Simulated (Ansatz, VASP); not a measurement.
Two plane-wave programs on Re

```
Re
1.0
     2.55817    0.00000    0.00000
     0.00000    2.55817    0.00000
     0.00000    0.00000    2.62087
Re
1
Direct
  0.00000 0.00000 0.00000
```

Alike in both runs: functional PBE; k mesh 22 × 22 × 20; occupations gaussian, width 0.1 eV; no spin polarisation.

Ansatz relaxed the structure, and its values are those at the end. VASP's run is a single point on that final structure, the one shown.

```csv
,VASP,Ansatz
version,VASP 6.6.1,Ansatz 0.2.0
potentials or method,"VASP PAW PBE potentials, release 64 (Re), cutoff 520 eV","scalar-relativistic, plane waves, PAW"
valence electrons in the cell,7,15
```

Ansatz gave:

* gap on the k mesh at the Fermi level (eV): none
* pressure (GPa): 0.0

Q: Estimate VASP's values.

A: gap on the k mesh at the Fermi level (eV): none; pressure (GPa): -1.1.

A gap of «none» marks a metal or a gap that the smearing closes. VASP's potentials hold 7 valence electrons a cell and Ansatz's 15, so a difference there can come from the potentials and not from the codes.

Neither program's run includes spin-orbit coupling.
